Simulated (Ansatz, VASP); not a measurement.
## Two plane-wave programs on BaS

```
CELL_PARAMETERS angstrom
3.83376 0.00000 0.00000
0.00000 3.83376 0.00000
0.00000 0.00000 3.89050
ATOMIC_POSITIONS crystal
Ba 0.00000 0.00000 0.00000
S 0.50000 0.50000 0.50000
```

Change from the starting cell: uniaxial_z strain +1.5%.

Alike in both runs: task single point; functional PBE; k mesh 6 × 6 × 6; occupations fermi-dirac, width 0.02 eV; no spin polarisation.

```csv
,VASP,Ansatz
version,VASP 6.6.1,Ansatz 0.2.0
potentials or method,"VASP PAW PBE potentials, release 64 (Ba_sv, S)","plane waves, PAW"
plane-wave cutoff (eV),520,420
valence electrons in the cell,16,16
```

Ansatz gave:

| Quantity | Value |
| --- | --- |
| gap on the k mesh at the Fermi level (eV) | 1.54 |
| pressure (GPa) | -0.4 |
| traceless stress, the component that is largest in VASP (GPa) | -1.07 |

Task: Estimate VASP's values.

Result: gap on the k mesh at the Fermi level (eV): 1.42; pressure (GPa): 0.5; traceless stress, the component that is largest in VASP (GPa): -1.08.

Spin-orbit coupling is off throughout.
